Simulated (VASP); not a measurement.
# Ca in VASP: further runs

Ca is run at these levels: LDA; tasks: relaxation of cell and atoms, single point.

Everything below comes from runs of VASP 6.6.1. Logs are shortened: lines on timing, memory, paths and dates and some standing lists are left out, and cuts for length are marked.

## Step 1: The cell of the first run

The structure is cubic, space group Fm-3m (No. 225). The conventional cell has a = 5.209 Å, b = 5.209 Å, c = 5.209 Å, α = 90.00°, β = 90.00°, γ = 90.00°. Within 4.8 Å of Ca (site symmetry m-3m) lie 12 Ca at 3.68 Å.

## Step 2: Relaxation of cell and atoms, LDA, target pressure 1.6 GPa, at which the enthalpy is minimised

Contents of INCAR:

```
SYSTEM = Ca
PREC     = Accurate       ! precision mode
ENCUT    = 600            ! plane-wave cutoff, eV
EDIFF    = 1E-7           ! SCF threshold, eV
ISMEAR   = -1             ! smearing method
SIGMA    = 0.08           ! smearing width, eV
LREAL    = .FALSE.        ! projectors in reciprocal space
LASPH    = .TRUE.         ! aspherical terms in the spheres
NELM     = 100            ! most SCF steps
ALGO     = Normal         ! electronic algorithm
ISIF     = 3              ! what is computed and relaxed
LWAVE    = .FALSE.        ! write WAVECAR
LCHARG   = .FALSE.        ! write CHGCAR
GGA      = CA             ! functional
IBRION   = 2              ! ionic algorithm
NSW      = 32             ! ionic steps
EDIFFG   = -0.005         ! ionic threshold
PSTRESS  = 16.0
```

Contents of KPOINTS:

```
regular mesh
0
G
  13 13 13
  0 0 0
```

Contents of POSCAR:

```
Ca
1.0
    0.0000000000      2.6046555224      2.6046555224
    2.6046555224      0.0000000000      2.6046555224
    2.6046555224      2.6046555224      0.0000000000
Ca
1
Direct
    0.0000000000      0.0000000000      0.0000000000
```

Potentials or basis: VASP PAW LDA potentials, release 64 (Ca_sv).

Started as:

```
cat potpaw_LDA.64/Ca_sv/POTCAR > POTCAR
mpirun -np 1 vasp_std > vasp.out
```

OUTCAR:

```text
SYSTEM = Ca
   PREC = Accurate
   ENCUT = 600
   EDIFF = 1E-7
   ISMEAR = -1
   LREAL = .FALSE.
   LASPH = .TRUE.
   NELM = 100
   ISIF = 3
   GGA = CA
   IBRION = 2
   NSW = 32
   EDIFFG = -0.005
   PSTRESS = 16.0

 ion  position               nearest neighbor table
   1  0.000  0.000  0.000-

  LATTYP: Found a face centered cubic cell.
 ALAT       =     5.2093110448

  Lattice vectors:

 A1 = (   0.0000000000,   2.6046555224,   2.6046555224)
 A2 = (   2.6046555224,   0.0000000000,   2.6046555224)
 A3 = (   2.6046555224,   2.6046555224,   0.0000000000)

Analysis of symmetry for initial positions (statically):
=====================================================================
 Subroutine PRICEL returns:
 Original cell was already a primitive cell.

 Routine SETGRP: Setting up the symmetry group for a
 face centered cubic supercell.

 Subroutine GETGRP returns: Found 48 space group operations
 (whereof 48 operations were pure point group operations)
 out of a pool of 48 trial point group operations.

The static configuration has the point symmetry O_h .

Analysis of symmetry for dynamics (positions and initial velocities):
=====================================================================
 Subroutine PRICEL returns:
 Original cell was already a primitive cell.

 Routine SETGRP: Setting up the symmetry group for a
 face centered cubic supercell.

 Subroutine GETGRP returns: Found 48 space group operations
 (whereof 48 operations were pure point group operations)
 out of a pool of 48 trial point group operations.

The dynamic configuration has the point symmetry O_h .

 Subroutine INISYM returns: Found 48 space group operations
 (whereof 48 operations are pure point group operations),
 and found     1 'primitive' translations

----------------------------------------------------------------------------------------

                                     Primitive cell

  volume of cell :      35.3412

  direct lattice vectors                    reciprocal lattice vectors
     0.000000000  2.604655522  2.604655522    -0.191963964  0.191963964  0.191963964
[... 141 lines left out ...]
  Total        0.3637805      0.3637805      0.3637805     -0.0000000      0.0000000     -0.0000000
  in kB       16.4918385     16.4918385     16.4918385     -0.0000000      0.0000000     -0.0000000
  external PRESSURE =       0.4918385 kB  Pullay stress =      16.0000000 kB

 VOLUME and BASIS-vectors are now :
 -----------------------------------------------------------------------------
  energy-cutoff  :      600.00
  volume of cell :       35.34
      direct lattice vectors                 reciprocal lattice vectors
     0.000000000  2.604655522  2.604655522    -0.191963964  0.191963964  0.191963964
     2.604655522  0.000000000  2.604655522     0.191963964 -0.191963964  0.191963964
     2.604655522  2.604655522  0.000000000     0.191963964  0.191963964 -0.191963964

 POSITION                                       TOTAL-FORCE (eV/Angst)
 -----------------------------------------------------------------------------------
      0.00000      0.00000      0.00000         0.000000      0.000000      0.000000
 -----------------------------------------------------------------------------------
    total drift:                               -0.000000     -0.000000     -0.000000

  FREE ENERGIE OF THE ION-ELECTRON SYSTEM (eV)
  ---------------------------------------------------
  free  energy   TOTEN  =        -2.2053146145 eV

  energy  without entropy=       -2.1806651215  energy(sigma->0) =       -2.19298987

  enthalpy is  TOTEN    =        -1.8523832315 eV   P V=        0.3529313830

--------------------------------------- Ionic step        2  -------------------------------------------

 number of electron      10.0000001 magnetization

 Free energy of the ion-electron system (eV)
  ---------------------------------------------------
  ext. energy  EPLUGINS =         0.00000000
  ---------------------------------------------------
  free energy    TOTEN  =        -2.20587950 eV

  energy without entropy =       -2.18118031  energy(sigma->0) =       -2.19352990

 E-fermi :   2.5397     XC(G=0):  -8.5525

 val. band max:        2.5386934973   @ k =  -0.3077   0.4615   0.2308
 cond. band min:       2.5681651183   @ k =  -0.4615   0.1538   0.0000
 fundamental gap:      0.0294716210
 Fermi energy:         2.5397360167

 k-point     1 :       0.0000    0.0000    0.0000
  band No.  band energies     occupation
      1     -38.6456      2.00000
      2     -19.8167      2.00000
      3     -19.8167      2.00000
      4     -19.8167      2.00000
      5      -1.7983      2.00000
      6       4.9618      0.00000
      7       4.9618      0.00000
      8       4.9618      0.00000
      9       6.2754      0.00000
[... 265 lines left out ...]
 k-point    24 :       0.4615    0.1538    0.0000
  band No.  band energies     occupation
      1     -38.6119      2.00000
      2     -20.0528      2.00000
      3     -19.8819      2.00000
      4     -19.8664      2.00000
      5       1.2401      2.00000
      6       2.9434      0.01279
      7       4.4216      0.00000
      8       5.2002      0.00000
      9       6.9606      0.00000

 [... further k-points ...]
[... 5 lines left out ...]
  --------------------------------------------------------------------------------------
  -------------------------------------------------------------------------------------
  Total        0.3555486      0.3555486      0.3555486      0.0000000      0.0000000      0.0000000
  in kB       16.0933697     16.0933697     16.0933697      0.0000000      0.0000000      0.0000000
  external PRESSURE =       0.0933697 kB  Pullay stress =      16.0000000 kB

 VOLUME and BASIS-vectors are now :
 -----------------------------------------------------------------------------
  energy-cutoff  :      600.00
  volume of cell :       35.40
      direct lattice vectors                 reciprocal lattice vectors
    -0.000000000  2.606018769  2.606018769    -0.191863545  0.191863545  0.191863545
     2.606018769  0.000000000  2.606018769     0.191863545 -0.191863545  0.191863545
     2.606018769  2.606018769  0.000000000     0.191863545  0.191863545 -0.191863545

 POSITION                                       TOTAL-FORCE (eV/Angst)
 -----------------------------------------------------------------------------------
      0.00000      0.00000      0.00000         0.000000      0.000000     -0.000000
 -----------------------------------------------------------------------------------
    total drift:                               -0.000000     -0.000000     -0.000000

  FREE ENERGIE OF THE ION-ELECTRON SYSTEM (eV)
  ---------------------------------------------------
  free  energy   TOTEN  =        -2.2058795030 eV

  energy  without entropy=       -2.1811803061  energy(sigma->0) =       -2.19352990

  enthalpy is  TOTEN    =        -1.8523936695 eV   P V=        0.3534858335

 reached required accuracy - stopping structural energy minimisation
```

OSZICAR:

```text
N       E                     dE             d eps       ncg     rms          rms(c)
DAV:   1     0.703799048887E+02    0.70380E+02   -0.56014E+03  1512   0.114E+03
DAV:   2    -0.853996723653E+00   -0.71234E+02   -0.70880E+02  1550   0.246E+02
DAV:   3    -0.217046664443E+01   -0.13165E+01   -0.13043E+01  2242   0.360E+01
[... 12 lines left out ...]
DAV:   2    -0.220591174402E+01    0.16301E-03   -0.54948E-04  1618   0.292E-01    0.432E-02
DAV:   3    -0.220587400601E+01    0.37738E-04   -0.30107E-04  2176   0.157E-01    0.149E-02
DAV:   4    -0.220587533232E+01   -0.13263E-05   -0.14506E-05  1678   0.490E-02    0.697E-03
DAV:   5    -0.220587952575E+01   -0.41934E-05   -0.92431E-06  2324   0.168E-02    0.211E-03
DAV:   6    -0.220587950298E+01    0.22776E-07   -0.14876E-07  1368   0.344E-03
   2 F= -.18523937E+01 E0= -.18400441E+01  d E =-.104379E-04
```

Wall time 84 s (1 thread of Oxide Virtual Turin-like, shared host); peak memory 0.14 GiB.

What came out:

| Property | Result |
| --- | --- |
| Free energy | -2.2059 eV |
| Relaxed volume | 35.40 Å³/atom |
| Relaxed cell | a = 3.685 Å, b = 3.685 Å, c = 3.685 Å, α = 60.00°, β = 60.00°, γ = 60.00° |
| Space group after relaxing (to 0.1 Å) | Fm-3m (No. 225) |
| Energy change on relaxing (the run minimises the enthalpy) | -0.6 meV/atom |
| Ionic steps | 2 |
| Pressure after relaxing | 1.6 GPa |

The path:
| step | energy change (eV) | largest force (eV/Å) | pressure (GPa) | volume (Å³) |
| --- | --- | --- | --- | --- |
| 1 | 0.0000 | 0.0000 | 1.65 | 35.34 |
| 2 | -0.0006 | 0.0000 | 1.61 | 35.40 |

Final structure:
```
CELL_PARAMETERS angstrom
0.00000 2.60602 2.60602
2.60602 0.00000 2.60602
2.60602 2.60602 0.00000
ATOMIC_POSITIONS crystal
Ca 0.00000 0.00000 0.00000
```

Caveat: the cell is relaxed towards a set pressure, so the run minimises the enthalpy, not the energy.

## Step 3: Single point, LDA

This run uses another cell than the first one: it holds 2 atoms, not 1.

Contents of INCAR:

```
ALGO = Normal
EDIFF = 1E-7
ENCUT = 520
ISIF = 2
ISMEAR = -1
LASPH = T
LCHARG = F
LREAL = F
LWAVE = F
NBANDS = 17
NELM = 100
PREC = Accurate
SIGMA = 0.08
```

Contents of KPOINTS:

```
k-points
0
Gamma
  10 10 10
```

Contents of POSCAR:

```
Ca
1.0
    1.8411314524     -1.0629777396      6.0235144905
    0.0000000000      2.1259554793      6.0235144905
   -1.8411314524     -1.0629777396      6.0235144905
Ca
2
Direct
    0.2500000000      0.2500000000      0.2500000000
   -0.2500000000     -0.2500000000     -0.2500000000
```

Potentials or basis: VASP PAW LDA potentials, release 64 (Ca_sv).

Started as:

```
cat potpaw_LDA.64/Ca_sv/POTCAR > POTCAR
mpirun -np 1 vasp_std > vasp.out
```

OUTCAR:

```text
EDIFF = 1E-7
   ENCUT = 520
   ISIF = 2
   ISMEAR = -1
   LASPH = T
   LREAL = F
   NELM = 100
   PREC = Accurate

 ion  position               nearest neighbor table
   1  0.250  0.250  0.250-
   2  0.750  0.750  0.750-

  LATTYP: Found a trigonal (rhomboedric) cell.
 ALAT       =     6.3876766917
 COS(alpha) =     0.8338448767

  Lattice vectors:

 A1 = (   1.8411314524,  -1.0629777396,   6.0235144905)
 A2 = (   0.0000000000,   2.1259554793,   6.0235144905)
 A3 = (  -1.8411314524,  -1.0629777396,   6.0235144905)

Analysis of symmetry for initial positions (statically):
=====================================================================
 Subroutine PRICEL returns following result:

  LATTYP: Found a trigonal (rhomboedric) cell.
 ALAT       =     3.6865116851
 COS(alpha) =     0.5011518564

  Lattice vectors:

 A1 = (   0.0000000000,   2.1259554793,  -3.0117572453)
 A2 = (   1.8411314524,  -1.0629777396,  -3.0117572452)
 A3 = (  -1.8411314524,  -1.0629777396,  -3.0117572453)

   2 primitive cells build up your supercell.

 Routine SETGRP: Setting up the symmetry group for a
 trigonal (rhombohedral) supercell.

 Subroutine GETGRP returns: Found 12 space group operations
 (whereof 12 operations were pure point group operations)
 out of a pool of 12 trial point group operations.

The static configuration has the point symmetry D_3d.

Analysis of symmetry for dynamics (positions and initial velocities):
=====================================================================
 Subroutine PRICEL returns following result:

  LATTYP: Found a trigonal (rhomboedric) cell.
 ALAT       =     3.6865116851
 COS(alpha) =     0.5011518564

  Lattice vectors:

 A1 = (   0.0000000000,   2.1259554793,  -3.0117572453)
 A2 = (   1.8411314524,  -1.0629777396,  -3.0117572452)
 A3 = (  -1.8411314524,  -1.0629777396,  -3.0117572453)

   2 primitive cells build up your supercell.

 Routine SETGRP: Setting up the symmetry group for a
 trigonal (rhombohedral) supercell.

 Subroutine GETGRP returns: Found 12 space group operations
 (whereof 12 operations were pure point group operations)
 out of a pool of 12 trial point group operations.

The dynamic configuration has the point symmetry D_3d.

 Subroutine INISYM returns: Found 12 space group operations
 (whereof 12 operations are pure point group operations),
 and found     2 'primitive' translations

----------------------------------------------------------------------------------------

                                     Primitive cell

  volume of cell :      35.3655

  direct lattice vectors                    reciprocal lattice vectors
     0.000000000  2.125955479 -3.011757245     0.000000000  0.313584491 -0.110677358
     1.841131452 -1.062977740 -3.011757245     0.271572135 -0.156792245 -0.110677357
    -1.841131452 -1.062977740 -3.011757245    -0.271572135 -0.156792245 -0.110677357

  length of vectors
     3.686511685  3.686511685  3.686511685     0.332542795  0.332542795  0.332542795

  position of ions in fractional coordinates (direct lattice)
     0.500000000  0.500000000  0.500000000

  ion indices of the primitive-cell ions
   primitive index   ion index
                 1           1

----------------------------------------------------------------------------------------

 KPOINTS: k-points

Automatic generation of k-mesh.
 Grid dimensions read from file:
 generate k-points for:   10   10   10

 Generating k-lattice:

  Cartesian coordinates                     Fractional coordinates (reciprocal lattice)
     0.027157214 -0.015679225  0.005533868     0.100000000  0.000000000  0.000000000
     0.000000000  0.031358449  0.005533868    -0.000000000  0.100000000 -0.000000000
    -0.027157214 -0.015679225  0.005533868     0.000000000  0.000000000  0.100000000

  Length of vectors
     0.031842990  0.031842990  0.031842990

  Shift w.r.t. Gamma in fractional coordinates (k-lattice)
     0.000000000  0.000000000  0.000000000

 Subroutine IBZKPT returns following result:
 ===========================================

 Found    116 irreducible k-points:

 Following reciprocal coordinates:
            Coordinates               Weight
  0.000000  0.000000  0.000000      1.000000
  0.100000  0.000000 -0.000000      6.000000
  0.200000  0.000000 -0.000000      6.000000
  0.300000 -0.000000 -0.000000      6.000000
  0.400000  0.000000  0.000000      6.000000
  0.500000  0.000000 -0.000000      3.000000
[... 16 lines left out ...]
  0.300000  0.300000  0.000000      6.000000
  0.400000  0.300000 -0.000000     12.000000
 [... further k-points ...]
   k-points           NKPTS =    116   k-points in BZ     NKDIM =    116   number of bands    NBANDS=     17
   number of dos      NEDOS =    301   number of ions     NIONS =      2
   total plane-waves  NPLWV = 110592
   dimension x,y,z NGX =    48 NGY =   48 NGZ =   48
   dimension x,y,z NGXF=    96 NGYF=   96 NGZF=   96
   ions per type =               2
   NGX,Y,Z   is equivalent  to a cutoff of  12.49, 12.49, 12.49 a.u.
   NGXF,Y,Z  is equivalent  to a cutoff of  24.98, 24.98, 24.98 a.u.
 SYSTEM =  unknown system
   PREC   = accura    normal or accurate (medium, high low for compatibility)
   ISTART =      0    job   : 0-new  1-cont  2-samecut
   ICHARG =      2    charge: 1-file 2-atom 10-const
   ISPIN  =      1    spin polarized calculation?
   LNONCOLLINEAR =      F non collinear calculations
   LSORBIT =      F    spin-orbit coupling
   LASPH  =      T    aspherical Exc in radial PAW
   ENCUT  =  520.0 eV  38.22 Ry    6.18 a.u.  11.88 11.88 11.88*2*pi/ulx,y,z
   NELM   =    100;   NELMIN=  2; NELMDL= -5     # of ELM steps
   EDIFF  = 0.1E-06   stopping-criterion for ELM
   LREAL  =      F    real-space projection
   EDIFFG = 0.1E-05   stopping-criterion for IOM
   NSW    =      0    number of steps for IOM
   IBRION =     -1    ionic relax: 0-MD 1-quasi-New 2-CG
   NFREE  =      0    steps in history (QN), initial steepest desc. (CG)
   ISIF   =      2    stress and relaxation
   ISYM   =      2    0-nonsym 1-usesym 2-fastsym
   POTIM  = 0.5000    time-step for ionic-motion
   TEBEG  =    0.0;   TEEND  =   0.0 temperature during run
   PSTRESS=    0.0 pullay stress
   NELECT =      20.0000    total number of electrons
   NUPDOWN=      -1.0000    fix difference up-down
   EMIN   =  10.00;   EMAX   =-10.00  energy-range for DOS
   EFERMI =   0.00;   METHOD = LEGACY
   ISMEAR =    -1;   SIGMA  =   0.08  broadening in eV -4-tet -1-fermi 0-gaus
   EFERMI_NEDOS =   21; number of points for ismear=-14 and -15
   IALGO  =     38    algorithm
   IMIX   =      4    mixing-type and parameters
     AMIX     =   0.40;   BMIX     =  1.00
     AMIX_MAG =   1.60;   BMIX_MAG =  1.00
  volume/ion in A,a.u.               =      35.37       238.66
  Fermi-wavevector in a.u.,A,eV,Ry     =   1.074521  2.030550 15.709214  1.154595
  Thomas-Fermi vector in A             =   2.210351
   LORBIT       =      0    0 simple, 1 ext, 2 COOP (PROOUT), +10 PAW based schemes
   GGA     = CA    functional components
   LHFCALC =     F    Hartree Fock is set to
   AEXX    =    0.0000 exact exchange contribution
   IVDW    =     0    specifies the selected vdW correction
   LEPSILON=     F    determine dielectric tensor
   LRPA    =     F    only Hartree local field effects (RPA)
 non-spin polarized calculation
  energy-cutoff  :      520.00
  volume of cell :       70.73
 maximum number of plane-waves:      1922
   NGX = 23   NGY = 23   NGZ = 23

 number of electron      19.9999998 magnetization

 Free energy of the ion-electron system (eV)
  ---------------------------------------------------
  ext. energy  EPLUGINS =         0.00000000
  ---------------------------------------------------
  free energy    TOTEN  =        -4.41146346 eV

  energy without entropy =       -4.36238671  energy(sigma->0) =       -4.38692508

 E-fermi :   2.5470     XC(G=0):  -8.5557

 val. band max:        2.5461155477   @ k =  -0.2000   0.4000   0.1000
 cond. band min:       2.5496665844   @ k =  -0.1000   0.1000   0.0000
 fundamental gap:      0.0035510367
 Fermi energy:         2.5470065223

 k-point     1 :       0.0000    0.0000    0.0000
  band No.  band energies     occupation
      1     -38.6406      2.00000
      2     -38.6079      2.00000
      3     -20.0812      2.00000
      4     -19.8469      2.00000
      5     -19.8469      2.00000
      6     -19.8112      2.00000
[... 9 lines left out ...]
     16       4.9709      0.00000
     17       6.2815      0.00000
[... 441 lines left out ...]
 k-point    24 :       0.4000    0.3000   -0.0000
  band No.  band energies     occupation
      1     -38.6131      2.00000
      2     -38.5989      2.00000
      3     -20.0357      2.00000
      4     -20.0253      2.00000
      5     -19.9275      2.00000
      6     -19.9000      2.00000
[... 9 lines left out ...]
     16       6.2364      0.00000
     17       6.5045      0.00000

 [... further k-points ...]
[... 5 lines left out ...]
  --------------------------------------------------------------------------------------
  -------------------------------------------------------------------------------------
  Total        0.7145633      0.7145633      0.7137857      0.0000000      0.0000000      0.0000000
  in kB       16.1860591     16.1860591     16.1684443      0.0000000      0.0000000      0.0000000
  external PRESSURE =      16.1801875 kB  Pullay stress =       0.0000000 kB

 VOLUME and BASIS-vectors are now :
 -----------------------------------------------------------------------------
  energy-cutoff  :      520.00
  volume of cell :       70.73
      direct lattice vectors                 reciprocal lattice vectors
     1.841131452 -1.062977740  6.023514491     0.271572135 -0.156792245  0.055338679
     0.000000000  2.125955479  6.023514491     0.000000000  0.313584491  0.055338679
    -1.841131452 -1.062977740  6.023514491    -0.271572135 -0.156792245  0.055338679

 POSITION                                       TOTAL-FORCE (eV/Angst)
 -----------------------------------------------------------------------------------
      0.00000      0.00000      4.51764         0.000000      0.000000      0.000000
      0.00000      0.00000     13.55291        -0.000000     -0.000000     -0.000000
 -----------------------------------------------------------------------------------
    total drift:                                0.000000     -0.000000     -0.000000

  FREE ENERGIE OF THE ION-ELECTRON SYSTEM (eV)
  ---------------------------------------------------
  free  energy   TOTEN  =        -4.4114634567 eV

  energy  without entropy=       -4.3623867110  energy(sigma->0) =       -4.38692508
```

Wall time 8.6 min (1 thread of Oxide Virtual Turin-like, shared host); peak memory 0.29 GiB.

What came out:

```yaml
Free_energy: -4.4115 eV
Pressure: 1.6 GPa
Band_gap_on_the_k_mesh: zero (bands 10 and 11 overlap by 0.01 eV)
```
